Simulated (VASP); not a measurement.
A run of VASP 6.6.1 is set up as follows.

Contents of POSCAR:

```
KCl
1.0
    5.2898219085      0.0000000000      0.0000000000
   -2.6449109542      4.5811201542      0.0000000000
    0.0000000000      0.0000000000      6.1761409485
K Cl
2 2
Direct
    0.3333333333      0.6666666667     -0.0625000000
    0.6666666667      0.3333333333      0.4375000000
    0.3333333333      0.6666666667      0.4375000000
    0.6666666667      0.3333333333      0.9375000000
```

The input INCAR.step1:

```
SYSTEM = KCl
PREC     = Accurate       ! precision mode
ENCUT    = 520            ! plane-wave cutoff, eV
ISMEAR   = 0              ! smearing method
SIGMA    = 0.01           ! smearing width, eV
LREAL    = .FALSE.        ! projectors in reciprocal space
LASPH    = .TRUE.         ! aspherical terms in the spheres
NELM     = 80             ! most SCF steps
NBANDS   = 24             ! bands
GGA      = PE             ! functional
ALGO     = Normal         ! electronic algorithm
EDIFF    = 1E-4           ! SCF threshold, eV
LWAVE    = .TRUE.         ! write WAVECAR
LCHARG   = .FALSE.        ! write CHGCAR
```

File INCAR.step2:

```
SYSTEM = KCl
PREC     = Accurate       ! precision mode
ENCUT    = 520            ! plane-wave cutoff, eV
EDIFF    = 1E-7           ! SCF threshold, eV
ISMEAR   = 0              ! smearing method
SIGMA    = 0.01           ! smearing width, eV
LREAL    = .FALSE.        ! projectors in reciprocal space
LASPH    = .TRUE.         ! aspherical terms in the spheres
NELM     = 80             ! most SCF steps
ALGO     = Normal         ! electronic algorithm
ISIF     = 2              ! what is computed and relaxed
LWAVE    = .FALSE.        ! write WAVECAR
LCHARG   = .FALSE.        ! write CHGCAR
METAGGA  = R2SCAN         ! meta-GGA
LMIXTAU  = .TRUE.       
NBANDS   = 24             ! bands
ISTART   = 1
```

File KPOINTS:

```
regular mesh
0
G
  6 6 4
  0 0 0
```

Potentials or basis: VASP PAW PBE potentials, release 64 (K_sv, Cl).

The run is started by

```console
$ cat potpaw_PBE.64/K_sv/POTCAR potpaw_PBE.64/Cl/POTCAR > POTCAR
$ cp INCAR.step1 INCAR
$ mpirun -np 1 vasp_std > vasp.out
$ cp INCAR.step2 INCAR
$ mpirun -np 1 vasp_std > vasp.out
```

Predict the band gap on the k mesh.

5.40 eV.

Estimate the pressure.

0.5 GPa.

Stress tensor (GPa, compression positive):
```
0.44 0.00 0.00
0.00 0.44 0.00
0.00 0.00 0.55
```

Caveat: the PAW data sets were made with another functional, which shifts forces and pressure a little. A k mesh can miss the band edges.
